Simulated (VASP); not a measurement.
# InP (I4/mmm) in VASP: notebook, part 3 of 3

VASP 6.6.1.

## 6. Single point, PBE (strain +0.000 along x and y, +0.015 along z)

The input, INCAR:

```
ALGO     = Normal         # electronic algorithm
EDIFF    = 1E-6           # SCF threshold, eV
ENCUT    = 520            # plane-wave cutoff, eV
GGA      = PE             # functional
ISIF     = 2              # what is computed and relaxed
ISMEAR   = 0              # smearing method
LASPH    = T              # aspherical terms in the spheres
LCHARG   = F              # write CHGCAR
LREAL    = F              # projectors in reciprocal space
LWAVE    = F              # write WAVECAR
NBANDS   = 16             # bands
NELM     = 100            # most SCF steps
PREC     = Accurate       # precision mode
SIGMA    = 0.15           # smearing width, eV
```

The input, KPOINTS:

```
k-points
0
Gamma
  18 18 18
```

The input, POSCAR:

```
InP
1.0
    0.0000000000      2.7701604146      2.8117128208
    2.7701604146      0.0000000000      2.8117128208
    2.7701604146      2.7701604146      0.0000000000
In P
1 1
Direct
    0.0000000000      0.0000000000      0.0000000000
    0.5000000000      0.5000000000      0.5000000000
```

Potentials or basis: VASP PAW PBE potentials, release 64 (In_d, P).

Run with:

```sh
$ cat potpaw_PBE.64/In_d/POTCAR potpaw_PBE.64/P/POTCAR > POTCAR
$ mpirun -np 1 vasp_std > vasp.out
```

OUTCAR:

```text
EDIFF = 1E-6
   ENCUT = 520
   GGA = PE
   ISIF = 2
   ISMEAR = 0
   LASPH = T
   LREAL = F
   NELM = 100
   PREC = Accurate

 ion  position               nearest neighbor table
   1  0.000  0.000  0.000-   2 2.77   2 2.77   2 2.77   2 2.77   2 2.81   2 2.81
   2  0.500  0.500  0.500-   1 2.77   1 2.77   1 2.77   1 2.77   1 2.81   1 2.81

  LATTYP: Found a body centered tetragonal cell.
 ALAT       =     3.9175984283
 C/A-ratio  =     1.4354267658

  Lattice vectors:

 A1 = (  -2.7701604146,   0.0000000000,   2.8117128208)
 A2 = (   2.7701604146,   0.0000000000,   2.8117128208)
 A3 = (   0.0000000000,   2.7701604146,  -2.8117128208)

Analysis of symmetry for initial positions (statically):
=====================================================================
 Subroutine PRICEL returns:
 Original cell was already a primitive cell.

 Routine SETGRP: Setting up the symmetry group for a
 body centered tetragonal supercell.

 Subroutine GETGRP returns: Found 16 space group operations
 (whereof 16 operations were pure point group operations)
 out of a pool of 16 trial point group operations.

The static configuration has the point symmetry D_4h.
[... 161 lines left out ...]

 E-fermi :   6.8397     XC(G=0): -10.3208

 val. band max:        6.8392518542   @ k =  -0.3889  -0.0000   0.1111
 cond. band min:       6.8454873545   @ k =  -0.1111   0.1667   0.0556
 fundamental gap:      0.0062355003
 Fermi energy:         6.8396627306

 k-point     1 :       0.0000    0.0000    0.0000
  band No.  band energies     occupation
      1      -7.3560      2.00000
      2      -7.3554      2.00000
      3      -7.3410      2.00000
      4      -7.3340      2.00000
      5      -7.3340      2.00000
      6      -5.0531      2.00000
[... 433 lines left out ...]
      3      -7.3382      2.00000
      4      -7.3042      2.00000
      5      -7.2966      2.00000
      6      -4.3290      2.00000
[... 8 lines left out ...]
     15      15.2234      0.00000
     16      16.1906      0.00000

 [... further k-points ...]

------------------------ aborting loop because EDIFF is reached ----------------------------------------

  FORCE on cell =-STRESS in cart. coord.  units (eV):
  Direction    XX          YY          ZZ          XY          YZ          ZX
  --------------------------------------------------------------------------------------
  -------------------------------------------------------------------------------------
  Total       -0.1586861     -0.1586861     -0.5459744      0.0000000      0.0000000      0.0000000
  in kB       -5.8916738     -5.8916738    -20.2708548      0.0000000      0.0000000      0.0000000
  external PRESSURE =     -10.6847341 kB  Pullay stress =       0.0000000 kB

 VOLUME and BASIS-vectors are now :
 -----------------------------------------------------------------------------
  energy-cutoff  :      520.00
  volume of cell :       43.15
      direct lattice vectors                 reciprocal lattice vectors
     0.000000000  2.770160415  2.811712821    -0.180494962  0.180494962  0.177827549
     2.770160415  0.000000000  2.811712821     0.180494962 -0.180494962  0.177827549
     2.770160415  2.770160415  0.000000000     0.180494962  0.180494962 -0.177827549

 POSITION                                       TOTAL-FORCE (eV/Angst)
 -----------------------------------------------------------------------------------
      0.00000      0.00000      0.00000         0.000000     -0.000000      0.000000
      2.77016      2.77016      2.81171         0.000000      0.000000      0.000000
 -----------------------------------------------------------------------------------
    total drift:                               -0.000000      0.000000      0.000000

  FREE ENERGIE OF THE ION-ELECTRON SYSTEM (eV)
  ---------------------------------------------------
  free  energy   TOTEN  =        -7.9173676759 eV

  energy  without entropy=       -7.9033741080  energy(sigma->0) =       -7.91037089
```

stdout:

```text
POSCAR found type information on POSCAR InP
 POSCAR found :  2 types and       2 ions
 scaLAPACK will be used
 LDA part: xc-table for (Slater+PW92), standard interpolation
 POSCAR, INCAR and KPOINTS ok, starting setup
 FFT: planning ... GRIDC
 FFT: planning ... GRID_SOFT
 FFT: planning ... GRID
 WAVECAR not read
 entering main loop
```

Wall time 4.9 min (1 thread of Intel Xeon Platinum 8488C (Sapphire Rapids), shared host); peak memory 0.43 GiB.

Results:

```
Free energy            : -7.9174 eV
Pressure               : -1.1 GPa
Band gap on the k mesh : zero (bands 9 and 10 overlap by 2.55 eV)
```

Stress tensor (GPa, compression positive):
```
-0.59  0.00  0.00
 0.00 -0.59  0.00
 0.00  0.00 -2.03
```

Caveat: the cell differs from its parent crystal (strain +0.000 along x and y, +0.015 along z); spin-orbit coupling is left out, which moves the levels of the heavy elements.

## 7. Summary

```csv
cell,gap on the mesh (eV),pressure (GPa)
"a = 3.859, b = 3.859, c = 3.918 Å, angles 59.5, 59.5, 61.0°, 2 atoms",none,2.5
"a = 3.888, b = 3.888, c = 3.859 Å, angles 60.3, 60.3, 59.5°, 2 atoms",none,2.4
"a = 3.888, b = 3.888, c = 3.918 Å, angles 59.8, 59.8, 60.5°, 2 atoms",none,1.2
"a = 3.948, b = 3.948, c = 3.859 Å, angles 60.7, 60.7, 58.5°, 2 atoms",none,0.3
"a = 3.947, b = 3.947, c = 3.918 Å, angles 60.2, 60.2, 59.5°, 2 atoms",none,-1.1
```

Alike in all rows: task single point; level PBE; potentials or basis VASP PAW PBE potentials, release 64 (In_d, P); no spin polarisation; k mesh 18 × 18 × 18; cutoff (eV) 520; smearing gaussian 0.15 eV.

Caveats: spin-orbit coupling is left out, which moves the levels of the heavy elements.

Absolute energies hang on the potentials; compare differences alone.
